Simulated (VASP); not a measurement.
Set up this calculation in VASP 6.6.1, as the native input.

- Task: density of states
- Functional: PBE
- Potentials or basis: VASP PAW PBE potentials, release 64 (Mg)
- Cutoff: 520 eV
- k mesh: 14 × 14 × 13
- Occupations: fermi-dirac, width 0.1 eV
- Spin: no spin polarisation
- Dipole correction: no
- k mesh for the DOS: 21 × 21 × 20
- Occupations for the DOS: tetrahedron
- Further INCAR settings: ALGO = Normal; EDIFF = 1e-06; NBANDS = 7

Crystal: Mg.

```
CELL_PARAMETERS angstrom
3.08928 0.00000 0.00000
-1.54464 2.67540 0.00000
0.00000 0.00000 3.10776
ATOMIC_POSITIONS crystal
Mg 0.00000 0.00000 0.00000
```

These files were run (other wordings do the same):

POSCAR

```
Mg
1.0
    3.0892807173      0.0000000000      0.0000000000
   -1.5446403587      2.6753955806      0.0000000000
    0.0000000000      0.0000000000      3.1077571022
Mg
1
Direct
    0.0000000000      0.0000000000      0.0000000000
```

INCAR.step1

```
SYSTEM = Mg
PREC = Accurate
ENCUT = 520
EDIFF = 1E-6
ISMEAR = -1
SIGMA = 0.1
LREAL = .False.
LASPH = .True.
NELM = 80
ALGO = Normal
ISIF = 2
LWAVE = .False.
LCHARG = .True.
GGA = PE
NBANDS = 7
```

KPOINTS.step1

```
regular mesh
0
Gamma
  14 14 13
  0 0 0
```

INCAR.step2

```
SYSTEM = Mg
PREC = Accurate
ENCUT = 520
EDIFF = 1E-6
ISMEAR = -5
SIGMA = 0.1
LREAL = .False.
LASPH = .True.
NELM = 80
ALGO = Normal
ISIF = 2
LWAVE = .False.
LCHARG = .False.
GGA = PE
LORBIT = 11
NBANDS = 7
NEDOS = 1001
ICHARG = 11
```

KPOINTS.step2

```
regular mesh
0
Gamma
  21 21 20
  0 0 0
```

Potentials or basis: VASP PAW PBE potentials, release 64 (Mg).

Run with:

```console
$ cat potpaw_PBE.64/Mg/POTCAR > POTCAR
$ cp INCAR.step1 INCAR
$ cp KPOINTS.step1 KPOINTS
$ mpirun -np 1 vasp_std > vasp.out
$ cp INCAR.step2 INCAR
$ cp KPOINTS.step2 KPOINTS
$ mpirun -np 1 vasp_std > vasp.out
```

Results of the run:

| Property | Result |
| --- | --- |
| Valence electrons inside the program's atomic spheres | Mg 0.35 |

It took 33 s on 1 thread of Intel(R) Xeon(R) Platinum 8259CL CPU @ 2.50GHz (Skylake/Cascade Lake), on a shared host, peak memory 0.22 GiB.
